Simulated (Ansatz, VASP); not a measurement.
# One calculation of Te2Mo, two programs

File INCAR:

```
  ALGO = Normal
  EDIFF = 1E-6
  ENCUT = 520
  GGA = PE
  ISIF = 2
  ISMEAR = 0
  LASPH = True
  LCHARG = False
  LREAL = False
  LWAVE = False
  NBANDS = 35
  NELM = 80
  PREC = Accurate
  SIGMA = 0.05
```

Contents of KPOINTS:

```
k-points
0
Gamma
  9 9 1
```

POSCAR

```
Te2Mo
1.0
    3.5549909197      0.0000000000      0.0000000000
   -1.7774954599      3.0787124467      0.0000000000
    0.0000000000      0.0000000000     35.0365360304
Te Mo
4 2
Direct
    0.3333333333      0.6666666667      0.4499597225
    0.3219971581      0.6666666667      0.9483984951
    0.3446695086      0.6666666667      0.0516015049
    0.3333333333      0.6666666667      0.5500402775
    0.0000000000      0.0000000000      0.0000000000
    0.0000000000      0.0000000000      0.5000000000
```

Input for Ansatz:

```yaml
crystal:
  lattice:
    - [3.5549909197, 0.0, 0.0]
    - [-1.7774954599, 3.0787124467, 0.0]
    - [0.0, 0.0, 35.0365360304]
  atoms:
    - { symbol: Te, position: [0.3333333333, 0.6666666667, 0.4499597225] }
    - { symbol: Te, position: [0.3219971581, 0.6666666667, 0.9483984951] }
    - { symbol: Te, position: [0.3446695086, 0.6666666667, 0.0516015049] }
    - { symbol: Te, position: [0.3333333333, 0.6666666667, 0.5500402775] }
    - { symbol: Mo, position: [0.0, 0.0, 0.0] }
    - { symbol: Mo, position: [0.0, 0.0, 0.5] }
basis:
  ecutwfc: 420
kpoints:
  mp_grid: { grid: [9, 9, 1] }
hamiltonian:
  xc: pbe
  pseudopotentials: { kind: paw, azcp: { folder: soft_1 } }
scf:
  occupations: { method: gaussian, width: 0.05 }
output:
  forces: true
  stress: true
  eigenvalues: true
```

Change from the starting cell: mode 7 frozen in at -0.040 Å and mode 12 at +0.055 Å (largest displacements).

Alike in both runs: task single point; functional PBE; k mesh 9 × 9 × 1; occupations gaussian, width 0.05 eV; no spin polarisation.

|  | VASP | Ansatz |
| --- | --- | --- |
| version | VASP 6.6.1 | Ansatz 0.2.0 |
| potentials or method | VASP PAW PBE potentials, release 64 (Te, Mo_sv), cutoff 520 eV | scalar-relativistic, plane waves, PAW |
| valence electrons in the cell | 52 | 92 |

```csv
,VASP,Ansatz,Ansatz less VASP
gap on the k mesh at the Fermi level (eV),0.89,0.90,+0.005
least direct gap on the mesh (eV),0.89,0.90,+0.005
rms of the force components (eV/Å),0.279,0.273,-0.0056
```

Atom by atom the forces differ by 0.007 eV/Å (rms over components). VASP's potentials hold 52 valence electrons a cell and Ansatz's 92, so a difference there can come from the potentials and not from the codes.

Spin-orbit coupling is off throughout.
